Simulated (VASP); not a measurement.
Set up this calculation in VASP 6.6.1, as the native input.

| Item | Value |
| --- | --- |
| Task | single point |
| Functional | PBE |
| Potentials or basis | VASP PAW PBE potentials, release 64 (Mg) |
| Cutoff | 520 eV |
| k mesh | 13 × 13 × 4 |
| Occupations | fermi-dirac, width 0.1 eV |
| Spin | no spin polarisation |
| Dipole correction | no |
| Further INCAR settings | ALGO = Normal; EDIFF = 1e-07; NBANDS = 12 |

The structure of Mg lies in POSCAR:

```
Mg
1.0
    3.2798920862      0.0000000000      0.0000000000
   -1.6399460431      2.8404698683      0.0000000000
    0.0000000000      0.0000000000     10.6684096170
Mg
4
Direct
    0.0000000000      0.0000000000      1.0000000000
    1.0000000000      0.0000000000      0.5000000000
    0.3333333333      0.6666666667      0.2500000000
    0.6666666667      0.3333333333      0.7500000000
```

These files were run (other wordings do the same):

INCAR

```
SYSTEM = Mg
ALGO = Normal ; EDIFF = 1E-7
ENCUT = 520 ; GGA = PE
ISIF = 2 ; ISMEAR = -1
LASPH = .TRUE. ; LCHARG = .FALSE.
LREAL = .FALSE. ; LWAVE = .FALSE.
NBANDS = 12 ; NELM = 60
PREC = Accurate ; SIGMA = 0.1
```

KPOINTS

```
k-points
0
G
  13 13 4
  0 0 0
```

Potentials or basis: VASP PAW PBE potentials, release 64 (Mg).

Launch:

```sh
$ cat potpaw_PBE.64/Mg/POTCAR > POTCAR
$ mpirun -np 1 vasp_std > vasp.out
```

Results of the run:

The pressure is -2.4 GPa. The band gap on the k mesh is zero (bands 4 and 5 overlap by 2.42 eV).

Wall time 19 s on 1 thread of Intel(R) Xeon(R) 6975P-C (Granite Rapids), on a shared host, peak memory 0.23 GiB.
